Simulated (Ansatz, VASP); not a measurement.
## One calculation of PtS2, two programs

```
Pt S
1.0
     3.56667    0.00000    0.00000
    -1.78333    3.08882    0.00000
     0.00000    0.00000    5.07217
Pt S
1 2
Direct
  0.00000 0.00000 0.00000
  0.66667 0.33333 0.77300
  0.33333 0.66667 0.22700
```

Change from the starting cell: volume scaled by 1.02.

Alike in both runs: task single point; functional PBE; k mesh 9 × 9 × 5; occupations fermi-dirac, width 0.05 eV; no spin polarisation.

|  | VASP | Ansatz |
| --- | --- | --- |
| version | VASP 6.6.1 | Ansatz 0.2.0 |
| potentials or method | VASP PAW PBE potentials, release 64 (Pt, S), cutoff 520 eV | all-electron LAPW, scalar-relativistic |

|  | VASP | Ansatz | Ansatz less VASP |
| --- | --- | --- | --- |
| gap on the k mesh at the Fermi level (eV) | 1.01 | 1.00 | -0.004 |
| least direct gap on the mesh (eV) | 1.05 | 1.05 | -0.003 |
| pressure (GPa) | 7.7 | 8.3 | +0.51 |
| traceless stress, the component that is largest in VASP (GPa) | 0.00 | -0.18 | -0.177 |
| rms of the force components (eV/Å) | 0.432 | 0.451 | +0.0195 |

Atom by atom the forces differ by 0.020 eV/Å (rms over components). Ansatz ran all-electron here, and VASP with PAW potentials.

Neither program's run includes spin-orbit coupling.
